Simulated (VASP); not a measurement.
# Mg (P6_3/mmc) in VASP: single point with r2SCAN

Aim: the single point of Mg with r2SCAN.

All numbers are computed with VASP 6.6.1; they aren't measurements. Logs are shortened: lines on timing, memory, paths and dates and some standing lists are left out, and cuts for length are marked.

**1. The cell of the first run**

It takes space group P6_3/mmc (No. 194, hexagonal). Conventional cell: a = 3.210 Å, b = 3.210 Å, c = 5.213 Å, α = 90.00°, β = 90.00°, γ = 120.00°. Within 4.2 Å of Mg (site symmetry -6m2) lie 12 Mg at 3.20 to 3.21 Å.

**2. Single point, r2SCAN**

Contents of POSCAR:

```
Mg
1.0
    3.2099988915      0.0000000000      0.0000000000
   -1.6049994458      2.7799405861      0.0000000000
    0.0000000000      0.0000000000      5.2130381998
Mg
2
Direct
    0.3333333333      0.6666666667      0.7500000000
    0.6666666667      0.3333333333      0.2500000000
```

Contents of INCAR.step1:

```
PREC = Accurate ; ENCUT = 520
ISMEAR = 0 ; SIGMA = 0.05
LREAL = F ; LASPH = T
NELM = 80 ; NBANDS = 9
GGA = PE ; ALGO = Normal
EDIFF = 1E-4 ; LWAVE = T
LCHARG = F
```

Contents of INCAR.step2:

```
PREC = Accurate ; ENCUT = 520
EDIFF = 1E-7 ; ISMEAR = 0
SIGMA = 0.05 ; LREAL = F
LASPH = T ; NELM = 80
ALGO = Normal ; ISIF = 2
LWAVE = F ; LCHARG = T
METAGGA = R2SCAN ; LMIXTAU = T
LELF = T ; LVHAR = T
NBANDS = 9 ; ISTART = 1
```

Contents of KPOINTS:

```
regular mesh
0
Gamma
  12 12 8
```

Potentials or basis: VASP PAW PBE potentials, release 64 (Mg).

The run is started by

```sh
$ cat potpaw_PBE.64/Mg/POTCAR > POTCAR
$ cp INCAR.step1 INCAR
$ mpirun -np 1 vasp_std > vasp.out
$ cp INCAR.step2 INCAR
$ mpirun -np 1 vasp_std > vasp.out
```

OUTCAR:

```text
PREC = Accurate
   ENCUT = 520
   EDIFF = 1E-7
   ISMEAR = 0
   LREAL = F
   LASPH = T
   NELM = 80
   ISIF = 2
   METAGGA = R2SCAN
   ISTART = 1

 ion  position               nearest neighbor table
   1  0.333  0.667  0.750-   2 3.20   2 3.20   2 3.20   2 3.20   2 3.20   2 3.20
   2  0.667  0.333  0.250-   1 3.20   1 3.20   1 3.20   1 3.20   1 3.20   1 3.20

  LATTYP: Found a hexagonal cell.
 ALAT       =     3.2099988915
 C/A-ratio  =     1.6240000000

  Lattice vectors:

 A1 = (   3.2099988915,   0.0000000000,   0.0000000000)
 A2 = (  -1.6049994458,   2.7799405861,   0.0000000000)
 A3 = (   0.0000000000,   0.0000000000,   5.2130381998)

Analysis of symmetry for initial positions (statically):
=====================================================================
 Subroutine PRICEL returns:
 Original cell was already a primitive cell.

 Routine SETGRP: Setting up the symmetry group for a
 hexagonal supercell.

 Subroutine GETGRP returns: Found 24 space group operations
 (whereof 12 operations were pure point group operations)
 out of a pool of 24 trial point group operations.

The static configuration has the point symmetry D_3d.
 The point group associated with its full space group is D_6h.

Analysis of symmetry for dynamics (positions and initial velocities):
=====================================================================
 Subroutine PRICEL returns:
 Original cell was already a primitive cell.

 Routine SETGRP: Setting up the symmetry group for a
 hexagonal supercell.

 Subroutine GETGRP returns: Found 24 space group operations
 (whereof 12 operations were pure point group operations)
 out of a pool of 24 trial point group operations.

The dynamic configuration has the point symmetry D_3d.
 The point group associated with its full space group is D_6h.

 Subroutine INISYM returns: Found 24 space group operations
 (whereof 12 operations are pure point group operations),
 and found     1 'primitive' translations

----------------------------------------------------------------------------------------

                                     Primitive cell

  volume of cell :      46.5191

  direct lattice vectors                    reciprocal lattice vectors
     3.209998892  0.000000000  0.000000000     0.311526587  0.179859959  0.000000000
[... 88 lines left out ...]
   EDIFFG = 0.1E-05   stopping-criterion for IOM
   NSW    =      0    number of steps for IOM
   IBRION =     -1    ionic relax: 0-MD 1-quasi-New 2-CG
   NFREE  =      0    steps in history (QN), initial steepest desc. (CG)
   ISIF   =      2    stress and relaxation
   ISYM   =      2    0-nonsym 1-usesym 2-fastsym
   POTIM  = 0.5000    time-step for ionic-motion
   TEBEG  =    0.0;   TEEND  =   0.0 temperature during run
   PSTRESS=    0.0 pullay stress
   NELECT =       4.0000    total number of electrons
   NUPDOWN=      -1.0000    fix difference up-down
   EMIN   =  10.00;   EMAX   =-10.00  energy-range for DOS
   EFERMI =   0.00;   METHOD = LEGACY
   ISMEAR =     0;   SIGMA  =   0.05  broadening in eV -4-tet -1-fermi 0-gaus
   EFERMI_NEDOS =   21; number of points for ismear=-14 and -15
   IALGO  =     38    algorithm
   IMIX   =      4    mixing-type and parameters
     AMIX     =   0.40;   BMIX     =  1.00
     AMIX_MAG =   1.60;   BMIX_MAG =  1.00
  volume/ion in A,a.u.               =      23.26       156.96
  Fermi-wavevector in a.u.,A,eV,Ry     =   0.722577  1.365473  7.103849  0.522118
  Thomas-Fermi vector in A             =   1.812575
   LORBIT       =      0    0 simple, 1 ext, 2 COOP (PROOUT), +10 PAW based schemes
   METAGGA = R2SCAN    functional components
   LHFCALC =     F    Hartree Fock is set to
   AEXX    =    0.0000 exact exchange contribution
   IVDW    =     0    specifies the selected vdW correction
   LEPSILON=     F    determine dielectric tensor
   LRPA    =     F    only Hartree local field effects (RPA)
 non-spin polarized calculation
 Gauss-broadening in eV      SIGMA  =   0.05
  energy-cutoff  :      520.00
  volume of cell :       46.52
 maximum number of plane-waves:      1272
 NGX is ok and might be reduce to    24
   NGX = 11   NGY = 11   NGZ = 19

 number of electron       4.0000000 magnetization

 Free energy of the ion-electron system (eV)
  ---------------------------------------------------
  ext. energy  EPLUGINS =         0.00000000
  ---------------------------------------------------
  free energy    TOTEN  =        -8.28812329 eV

  energy without entropy =       -8.28710957  energy(sigma->0) =       -8.28761643

 E-fermi :   2.4708     XC(G=0):  -8.9963

 val. band max:        2.4472502162   @ k =   0.3333   0.1667   0.1250
 cond. band min:       2.5689158115   @ k =   0.2500  -0.0000   0.0000
 fundamental gap:      0.1216655953
 Fermi energy:         2.4708095624

 k-point     1 :       0.0000    0.0000    0.0000
  band No.  band energies     occupation
      1      -4.7515      2.00000
      2       0.6943      2.00000
      3       1.3797      2.00000
      4      14.2069      0.00000
      5      14.2069      0.00000
      6      14.3370      0.00000
      7      14.3370      0.00000
      8      15.1021      0.00000
      9      16.9231      0.00000
[... 265 lines left out ...]
 k-point    24 :       0.3333   -0.0000    0.1250
  band No.  band energies     occupation
      1      -2.3752      2.00000
      2       1.8133      2.00000
      3       3.9872      0.00000
      4       5.1641      0.00000
      5       8.2917      0.00000
      6      10.4666      0.00000
      7      10.4835      0.00000
      8      12.6840      0.00000
      9      14.1980      0.00000

 [... further k-points ...]

------------------------ aborting loop because EDIFF is reached ----------------------------------------

  FORCE on cell =-STRESS in cart. coord.  units (eV):
  Direction    XX          YY          ZZ          XY          YZ          ZX
  --------------------------------------------------------------------------------------
  -------------------------------------------------------------------------------------
  Total       -0.3159894     -0.3159894     -0.6221484      0.0000000     -0.0000000     -0.0000000
  in kB      -10.8830791    -10.8830791    -21.4275882      0.0000000     -0.0000000     -0.0000000
  external PRESSURE =     -14.3979155 kB  Pullay stress =       0.0000000 kB

 VOLUME and BASIS-vectors are now :
 -----------------------------------------------------------------------------
  energy-cutoff  :      520.00
  volume of cell :       46.52
      direct lattice vectors                 reciprocal lattice vectors
     3.209998892  0.000000000  0.000000000     0.311526587  0.179859959  0.000000000
    -1.604999446  2.779940586  0.000000000     0.000000000  0.359719918  0.000000000
     0.000000000  0.000000000  5.213038200     0.000000000  0.000000000  0.191826716

 POSITION                                       TOTAL-FORCE (eV/Angst)
 -----------------------------------------------------------------------------------
     -0.00000      1.85329      3.90978        -0.000000      0.000000     -0.000000
      1.60500      0.92665      1.30326         0.000000     -0.000000      0.000000
 -----------------------------------------------------------------------------------
    total drift:                                0.000000     -0.000000      0.000000

  FREE ENERGIE OF THE ION-ELECTRON SYSTEM (eV)
  ---------------------------------------------------
  free  energy   TOTEN  =        -8.2881232907 eV

  energy  without entropy=       -8.2871095703  energy(sigma->0) =       -8.28761643
```

OSZICAR.step1:

```text
N       E                     dE             d eps       ncg     rms          rms(c)
DAV:   1    -0.123304357666E+00   -0.12330E+00   -0.12841E+03  1710   0.314E+02
DAV:   2    -0.298304966829E+01   -0.28597E+01   -0.27850E+01  2335   0.282E+01
DAV:   3    -0.302150361263E+01   -0.38454E-01   -0.38275E-01  2199   0.271E+00
DAV:   4    -0.302162505619E+01   -0.12144E-03   -0.12144E-03  2196   0.156E-01
DAV:   5    -0.302162561777E+01   -0.56158E-06   -0.56155E-06  2216   0.981E-03    0.968E-01
DAV:   6    -0.301564515854E+01    0.59805E-02   -0.65314E-04  1953   0.198E-01    0.620E-01
DAV:   7    -0.300812122763E+01    0.75239E-02   -0.25478E-03  1769   0.345E-01    0.347E-02
DAV:   8    -0.300813434309E+01   -0.13115E-04   -0.16453E-05  1426   0.248E-02
   1 F= -.30081343E+01 E0= -.30074166E+01  d E =-.143551E-02
```

Run time: 2.7 min. Hardware: 1 thread of AMD EPYC 7R13 (Zen 3), shared host; peak memory 0.15 GiB.

Results:

```
Free energy            : -8.2881 eV
Pressure               : -1.4 GPa
Band gap on the k mesh : zero (band 2 reaches 3.61 eV, above the bottom of band 3 at 1.38 eV)
```

Caveat: the PAW data sets were made with another functional, which shifts forces and pressure a little.
